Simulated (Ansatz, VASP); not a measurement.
## Ru in VASP and in Ansatz

```
Ru
1.0
     2.74397    0.00000    0.00004
    -1.37198    2.37634    0.00000
     1.37202    0.79213    2.14929
Ru
1
Direct
  0.00000 0.00000 0.00000
```

Change from the starting cell: band edges of the strained film's bulk.

Alike in both runs: task single point; functional PBEsol; k mesh 15 × 15 × 16; occupations gaussian, width 0.1 eV; no spin polarisation.

```csv
,VASP,Ansatz
version,VASP 6.6.1,Ansatz 0.2.0
potentials or method,"VASP PAW PBE potentials, release 64 (Ru_pv), cutoff 520 eV","scalar-relativistic, plane waves, PAW"
valence electrons in the cell,14,16
```

Ansatz gave:

```
gap on the k mesh at the Fermi level (eV)                     : none
pressure (GPa)                                                : -13.5
traceless stress, the component that is largest in VASP (GPa) : 13.53
```

Question: Which values does VASP return?

Answer: gap on the k mesh at the Fermi level (eV): none; pressure (GPa): -13.7; traceless stress, the component that is largest in VASP (GPa): 13.53.

VASP's potentials were made for PBE, not for PBEsol. A gap of «none» marks a metal or a gap that the smearing closes. VASP's potentials hold 14 valence electrons a cell and Ansatz's 16, so a difference there can come from the potentials and not from the codes. Ansatz's warnings: near symmetry operations not taken.
